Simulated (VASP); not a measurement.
Runs of VASP 6.6.1 on CsH. The structure is that of space group Fm-3m (No. 225), or close to it. The cells are those of the table. 

```csv
task,cell,k mesh,cutoff (eV),smearing,k mesh for the DOS,occupations for the DOS,gap on the mesh (eV),pressure (GPa)
single point,"a = 4.509 Å, angles 60.0°, 2 atoms",6 × 6 × 6,520,gaussian 0.1 eV,-,-,1.94,-1.2
single point,"a = 4.400 Å, angles 60.0°, 2 atoms",8 × 8 × 8,520,gaussian 0.02 eV,-,-,1.83,(b)
single point,"a = 4.135 Å, angles 60.0°, 2 atoms",8 × 8 × 8,520,gaussian 0.02 eV,-,-,1.47,2.0
relaxation of cell and atoms,"relaxed from a = 4.315 Å, angles 60.0°, 2 atoms",8 × 8 × 8,600,gaussian 0.02 eV,-,-,(c),0.0
single point,"a = 4.454 Å, angles 60.0°, 2 atoms",8 × 8 × 8,520,gaussian 0.02 eV,-,-,1.89,-1.0
single point,"a = 4.181 Å, angles 60.0°, 2 atoms",8 × 8 × 8,520,gaussian 0.02 eV,-,-,1.54,1.4
single point,"a = 4.315 Å, angles 60.0°, 2 atoms",8 × 8 × 8,520,gaussian 0.02 eV,-,-,(a),0.0
single point,"a = 4.509 Å, angles 60.0°, 2 atoms",8 × 8 × 8,520,gaussian 0.02 eV,-,-,1.94,-1.2
single point,"a = 4.271 Å, angles 60.0°, 2 atoms",8 × 8 × 8,520,gaussian 0.02 eV,-,-,1.67,0.4
```

Alike in all rows: level LDA; potentials or basis VASP PAW LDA potentials, release 64 (Cs_sv, H); no spin polarisation.

Problem. Fill in the values left out.

Solution. (a) 1.73; (b) -0.6; (c) 1.74.

Caveats: spin-orbit coupling is left out, which moves the levels of the heavy elements.

A k mesh can miss the band edges, and the runs leave out spin-orbit coupling on Cs.
